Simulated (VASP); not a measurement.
# Te (Fd-3m) in VASP: a series of runs

Runs on Te. Level: PBEsol. Tasks: single point.

Everything below comes from runs of VASP 6.6.1. Logs are shortened: lines on timing, memory, paths and dates and some standing lists are left out, and cuts for length are marked.

### Step 1. The cell of the first run

The structure is cubic, space group Fd-3m (No. 227). The conventional cell has a = 6.866 Å, b = 6.866 Å, c = 6.866 Å, α = 90.00°, β = 90.00°, γ = 90.00°. Within 3.9 Å of Te (site symmetry -43m) lie 4 Te at 2.97 Å.

This isn't the form of Te at room conditions, which is trigonal, of chains.

### Step 2. Single point, PBEsol (40.46 Å³/atom)

File INCAR:

```
SYSTEM = Te
ALGO = Normal
EDIFF = 1E-7
ENCUT = 520
GGA = PS
ISIF = 2
ISMEAR = -1
LASPH = .True.
LCHARG = .True.
LELF = .True.
LREAL = .False.
LVHAR = .True.
LWAVE = .False.
NBANDS = 13
NELM = 80
PREC = Accurate
SIGMA = 0.1
```

File KPOINTS:

```
k-points
0
Gamma
  9 9 9
  0 0 0
```

File POSCAR:

```
Te
1.0
    0.0000000000      3.4331451393      3.4331451393
    3.4331451393      0.0000000000      3.4331451393
    3.4331451393      3.4331451393      0.0000000000
Te
2
Direct
    0.1250000000      0.1250000000      0.1250000000
    0.8750000000      0.8750000000      0.8750000000
```

Potentials or basis: VASP PAW PBE potentials, release 64 (Te).

Run with:

```bash
> cat potpaw_PBE.64/Te/POTCAR > POTCAR
> mpirun -np 1 vasp_std > vasp.out
```

OUTCAR:

```text
SYSTEM = Te
   EDIFF = 1E-7
   ENCUT = 520
   GGA = PS
   ISIF = 2
   ISMEAR = -1
   LASPH = .True.
   LREAL = .False.
   NELM = 80
   PREC = Accurate

 ion  position               nearest neighbor table
   1  0.125  0.125  0.125-   2 2.97   2 2.97   2 2.97   2 2.97
   2  0.875  0.875  0.875-   1 2.97   1 2.97   1 2.97   1 2.97

  LATTYP: Found a face centered cubic cell.
 ALAT       =     6.8662902786

  Lattice vectors:

 A1 = (   0.0000000000,   3.4331451393,   3.4331451393)
 A2 = (   3.4331451393,   0.0000000000,   3.4331451393)
 A3 = (   3.4331451393,   3.4331451393,   0.0000000000)

Analysis of symmetry for initial positions (statically):
=====================================================================
 Subroutine PRICEL returns:
 Original cell was already a primitive cell.

 Routine SETGRP: Setting up the symmetry group for a
 face centered cubic supercell.

 Subroutine GETGRP returns: Found 48 space group operations
 (whereof 12 operations were pure point group operations)
 out of a pool of 48 trial point group operations.

The static configuration has the point symmetry D_3d.
 The point group associated with its full space group is O_h .

Analysis of symmetry for dynamics (positions and initial velocities):
=====================================================================
 Subroutine PRICEL returns:
 Original cell was already a primitive cell.

 Routine SETGRP: Setting up the symmetry group for a
 face centered cubic supercell.

 Subroutine GETGRP returns: Found 48 space group operations
 (whereof 12 operations were pure point group operations)
 out of a pool of 48 trial point group operations.

The dynamic configuration has the point symmetry D_3d.
 The point group associated with its full space group is O_h .

 Subroutine INISYM returns: Found 48 space group operations
 (whereof 12 operations are pure point group operations),
 and found     1 'primitive' translations

----------------------------------------------------------------------------------------

                                     Primitive cell

  volume of cell :      80.9294

  direct lattice vectors                    reciprocal lattice vectors
     0.000000000  3.433145139  3.433145139    -0.145639051  0.145639051  0.145639051
     3.433145139  0.000000000  3.433145139     0.145639051 -0.145639051  0.145639051
     3.433145139  3.433145139  0.000000000     0.145639051  0.145639051 -0.145639051

  length of vectors
     4.855200418  4.855200418  4.855200418     0.252254236  0.252254236  0.252254236

  position of ions in fractional coordinates (direct lattice)
     0.125000000  0.125000000  0.125000000
     0.875000000  0.875000000  0.875000000
[... 83 lines left out ...]
   ISIF   =      2    stress and relaxation
   ISYM   =      2    0-nonsym 1-usesym 2-fastsym
   POTIM  = 0.5000    time-step for ionic-motion
   TEBEG  =    0.0;   TEEND  =   0.0 temperature during run
   PSTRESS=    0.0 pullay stress
   NELECT =      12.0000    total number of electrons
   NUPDOWN=      -1.0000    fix difference up-down
   EMIN   =  10.00;   EMAX   =-10.00  energy-range for DOS
   EFERMI =   0.00;   METHOD = LEGACY
   ISMEAR =    -1;   SIGMA  =   0.10  broadening in eV -4-tet -1-fermi 0-gaus
   EFERMI_NEDOS =   21; number of points for ismear=-14 and -15
   IALGO  =     38    algorithm
   IMIX   =      4    mixing-type and parameters
     AMIX     =   0.40;   BMIX     =  1.00
     AMIX_MAG =   1.60;   BMIX_MAG =  1.00
  volume/ion in A,a.u.               =      40.46       273.07
  Fermi-wavevector in a.u.,A,eV,Ry     =   0.866496  1.637439 10.215456  0.750815
  Thomas-Fermi vector in A             =   1.984893
   LORBIT       =      0    0 simple, 1 ext, 2 COOP (PROOUT), +10 PAW based schemes
   GGA     = PS    functional components
   LHFCALC =     F    Hartree Fock is set to
   AEXX    =    0.0000 exact exchange contribution
   IVDW    =     0    specifies the selected vdW correction
   LEPSILON=     F    determine dielectric tensor
   LRPA    =     F    only Hartree local field effects (RPA)
 non-spin polarized calculation
  energy-cutoff  :      520.00
  volume of cell :       80.93
 maximum number of plane-waves:      2195
   NGX = 17   NGY = 17   NGZ = 17

 number of electron      12.0000001 magnetization

 Free energy of the ion-electron system (eV)
  ---------------------------------------------------
  ext. energy  EPLUGINS =         0.00000000
  ---------------------------------------------------
  free energy    TOTEN  =        -6.01455627 eV

  energy without entropy =       -5.94812110  energy(sigma->0) =       -5.98133869

 E-fermi :   4.4321     XC(G=0):  -8.2804

 val. band max:        4.4293938586   @ k =  -0.2222   0.2222   0.0000
 cond. band min:       4.4482784420   @ k =   0.3333   0.0000   0.0000
 fundamental gap:      0.0188845834
 Fermi energy:         4.4321299912

 k-point     1 :       0.0000    0.0000    0.0000
  band No.  band energies     occupation
      1      -9.3131      2.00000
      2      -3.9023      2.00000
      3       1.0569      2.00000
      4       1.0569      2.00000
      5       1.0569      2.00000
      6       3.5834      1.99959
      7       3.5834      1.99959
      8       3.5834      1.99959
      9       7.8371      0.00000
     10      10.2450      0.00000
     11      10.2450      0.00000
     12      11.7354      0.00000
     13      11.7354      0.00000
[... 354 lines left out ...]
  band No.  band energies     occupation
      1      -7.6972      2.00000
      2      -6.8718      2.00000
      3      -0.3552      2.00000
      4      -0.3552      2.00000
      5       2.6123      2.00000
      6       2.6148      2.00000
      7       6.6754      0.00000
      8       6.6754      0.00000
      9       9.0150      0.00000
     10      10.1586      0.00000
     11      12.2206      0.00000
     12      12.2206      0.00000
     13      12.3827      0.00000

 [... further k-points ...]
[... 5 lines left out ...]
  --------------------------------------------------------------------------------------
  -------------------------------------------------------------------------------------
  Total        1.5550789      1.5550789      1.5550789      0.0000000     -0.0000000      0.0000000
  in kB       30.7862315     30.7862315     30.7862315      0.0000000     -0.0000000      0.0000000
  external PRESSURE =      30.7862315 kB  Pullay stress =       0.0000000 kB

 VOLUME and BASIS-vectors are now :
 -----------------------------------------------------------------------------
  energy-cutoff  :      520.00
  volume of cell :       80.93
      direct lattice vectors                 reciprocal lattice vectors
     0.000000000  3.433145139  3.433145139    -0.145639051  0.145639051  0.145639051
     3.433145139  0.000000000  3.433145139     0.145639051 -0.145639051  0.145639051
     3.433145139  3.433145139  0.000000000     0.145639051  0.145639051 -0.145639051

 POSITION                                       TOTAL-FORCE (eV/Angst)
 -----------------------------------------------------------------------------------
      0.85829      0.85829      0.85829        -0.000000     -0.000000     -0.000000
      6.00800      6.00800      6.00800         0.000000      0.000000      0.000000
 -----------------------------------------------------------------------------------
    total drift:                               -0.000000      0.000000      0.000000

  FREE ENERGIE OF THE ION-ELECTRON SYSTEM (eV)
  ---------------------------------------------------
  free  energy   TOTEN  =        -6.0145562667 eV

  energy  without entropy=       -5.9481211043  energy(sigma->0) =       -5.98133869
```

Wall time 44 s (1 thread of Intel Xeon Platinum 8259CL at 2.50GHz (Skylake/Cascade Lake), shared host); peak memory 0.2 GiB.

Results:

```
Free energy            : -6.0146 eV
Pressure               : 3.1 GPa
Band gap on the k mesh : zero (bands 6 and 7 overlap by 1.04 eV)
```

Caveat: the cell stands under pressure; the PAW data sets were made with another functional, which shifts forces and pressure a little; spin-orbit coupling is left out, which moves the levels of the heavy elements.

### Step 3. Single point, PBEsol (42.22 Å³/atom)

This run uses another cell than the first one, of 42.22 Å³/atom.

File INCAR:

```
ALGO     = Normal         # electronic algorithm
EDIFF    = 1E-7           # SCF threshold, eV
ENCUT    = 520            # plane-wave cutoff, eV
GGA      = PS             # functional
ISIF     = 2              # what is computed and relaxed
ISMEAR   = -1             # smearing method
LASPH    = True           # aspherical terms in the spheres
LCHARG   = False          # write CHGCAR
LREAL    = False          # projectors in reciprocal space
LWAVE    = False          # write WAVECAR
NBANDS   = 13             # bands
NELM     = 60             # most SCF steps
PREC     = Accurate       # precision mode
SIGMA    = 0.1            # smearing width, eV
```

File KPOINTS:

```
k-points
0
Gamma
  9 9 9
```

File POSCAR:

```
Te
1.0
    0.0000000000      3.4821966970      3.4821966970
    3.4821966970      0.0000000000      3.4821966970
    3.4821966970      3.4821966970      0.0000000000
Te
2
Direct
    0.1250000000      0.1250000000      0.1250000000
    0.8750000000      0.8750000000      0.8750000000
```

Potentials or basis: VASP PAW PBE potentials, release 64 (Te).

Run with:

```bash
> cat potpaw_PBE.64/Te/POTCAR > POTCAR
> mpirun -np 1 vasp_std > vasp.out
```

Run time: 56 s. Hardware: 1 thread of Intel Xeon Platinum 8259CL at 2.50GHz (Skylake/Cascade Lake), shared host; peak memory 0.23 GiB.

The run converged. Its results:

```yaml
Free_energy: -6.0631 eV
Pressure: 1.4 GPa
Band_gap_on_the_k_mesh: zero (bands 6 and 7 overlap by 0.99 eV)
```

Levels at points of the mesh, in eV from the Fermi level:
```csv
k point,band 2,band 3,band 4,band 5,band 6,band 7,band 8,band 9,band 10,band 11
"(0.00, 0.00, 0.00)",-8.47,-3.24,-3.24,-3.24,-0.79,-0.79,-0.79,3.45,5.85,5.85
```

Caveat: the PAW data sets were made with another functional, which shifts forces and pressure a little; spin-orbit coupling is left out, which moves the levels of the heavy elements.
